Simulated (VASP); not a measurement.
Input of a VASP 6.6.1 run:

The input INCAR:

```
SYSTEM = WC
  PREC = Accurate
  ENCUT = 520
  EDIFF = 1E-7
  ISMEAR = -1
  SIGMA = 0.17
  LREAL = Auto
  LASPH = .True.
  NELM = 100
  ALGO = Normal
  ISIF = 2
  LWAVE = .False.
  LCHARG = .False.
  GGA = PE
  NBANDS = 86
```

Contents of KPOINTS:

```
Automatic mesh
0
Gamma
  2 2 2
  0 0 0
```

File POSCAR:

```
WC
1.0
   -2.9751040000     -5.1530310000      0.0000000000
    4.4626550000     -2.5765150000      0.0000000000
    0.0000000000      0.0000000000      5.8300500000
W C
8 8
Direct
    0.7550431802      0.5273165830      0.0015780311
    0.7587017882      0.5364557029      0.5217965541
    0.4794744223      0.0039407643     -0.0055745663
    0.4930172001      0.0278931363      0.4883663090
    0.2222269235      0.5201047827      0.0108575398
    0.2173617204      0.5211412766      0.5000643219
   -0.0053777064      0.0279879946      0.0166893937
   -0.0125362340      0.0128854684      0.5099270161
    0.5027969407      0.6752422469      0.2590200770
    0.4789733198      0.6939356593      0.7449335769
    0.2555016770      0.1619986446      0.2581109939
    0.2315710158      0.1608790855      0.7387072152
   -0.0194566424      0.6912285322      0.2406840422
   -0.0087232344      0.7004232840      0.7674719771
    0.7603189147      0.1949350430      0.2560869975
    0.7290400637      0.1862725238      0.7410571093
```

Potentials or basis: VASP PAW PBE potentials, release 64 (W_sv, C).

The run is started by

```bash
$ cat potpaw_PBE.64/W_sv/POTCAR potpaw_PBE.64/C/POTCAR > POTCAR
$ mpirun -np 1 vasp_std > vasp.out
```

Q: Estimate the pressure.

A: -14.0 GPa.

Q: Estimate the band gap on the k mesh.

A: Zero (band 72 reaches 10.51 eV, above the bottom of band 73 at 10.40 eV).

Q: Predict the largest force.

A: 4.372 eV/Å.

Stress tensor (GPa, compression positive):
```
-11.77   0.82  -0.14
  0.82 -10.65  -1.41
 -0.14  -1.41 -19.71
```

Caveat: the k points lie up to 0.61 Å⁻¹ apart; spin-orbit coupling is left out, which moves the levels of the heavy elements; forces of over 1 eV/Å act on the atoms, so gaps and moduli don't describe the material at rest.
